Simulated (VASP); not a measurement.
Set up this calculation in VASP 6.6.1, as the native input.

| Property | Result |
| --- | --- |
| Task | relaxation of cell and atoms |
| Functional | LDA |
| Potentials or basis | VASP PAW LDA potentials, release 64 (Pb_d, Se) |
| Cutoff | 500 eV |
| k mesh | 10 × 10 × 10 |
| Occupations | gaussian, width 0.01 eV |
| Spin | no spin polarisation |
| Dipole correction | no |
| Further INCAR settings | ALGO = Normal; EDIFF = 1e-07; IBRION = 2; EDIFFG = -0.002; NSW = 100; ISIF = 3 |

The structure of PbSe (l) lies in POSCAR:

```
PbSe
1.0
    0.0000000000      3.0908235400      3.0908235400
    3.0908235400      0.0000000000      3.0908235400
    3.0908235400      3.0908235400      0.0000000000
Pb Se
1 1
Direct
    0.0000000000      0.0000000000      0.0000000000
    0.5000000000      0.5000000000      0.5000000000
```

These files were run (other wordings do the same):

INCAR

```
  PREC = Accurate
  ENCUT = 500
  EDIFF = 1E-7
  ISMEAR = 0
  SIGMA = 0.01
  LREAL = False
  LASPH = True
  NELM = 120
  ALGO = Normal
  ISIF = 3
  LWAVE = False
  LCHARG = False
  GGA = CA
  IBRION = 2
  NSW = 100
  EDIFFG = -0.002
  GGA_COMPAT = False
  NELMIN = 4
```

KPOINTS

```
regular mesh
0
Gamma
  10 10 10
```

Potentials or basis: VASP PAW LDA potentials, release 64 (Pb_d, Se).

The run is started by

```bash
$ cat potpaw_LDA.64/Pb_d/POTCAR potpaw_LDA.64/Se/POTCAR > POTCAR
$ mpirun -np 1 vasp_std > vasp.out
```

Results of the run:

The relaxed volume is 27.63 Å³/atom and the relaxed cell is a = 4.275 Å, b = 4.275 Å, c = 4.275 Å, α = 60.00°, β = 60.00°, γ = 60.00°. The space group after relaxing (to 0.05 Å) is Fm-3m (No. 225), the energy gained by relaxing is 21.0 meV/atom and the ionic steps are 20. The pressure after relaxing is 0.0 GPa. The band gap on the k mesh is 0.03 eV, direct.

Caveat: spin-orbit coupling is left out, which moves the levels of the heavy elements.

Run time: 2.1 min on 1 thread of Intel(R) Xeon(R) Platinum 8488C (Sapphire Rapids), with other jobs on the host, peak memory 0.18 GiB.
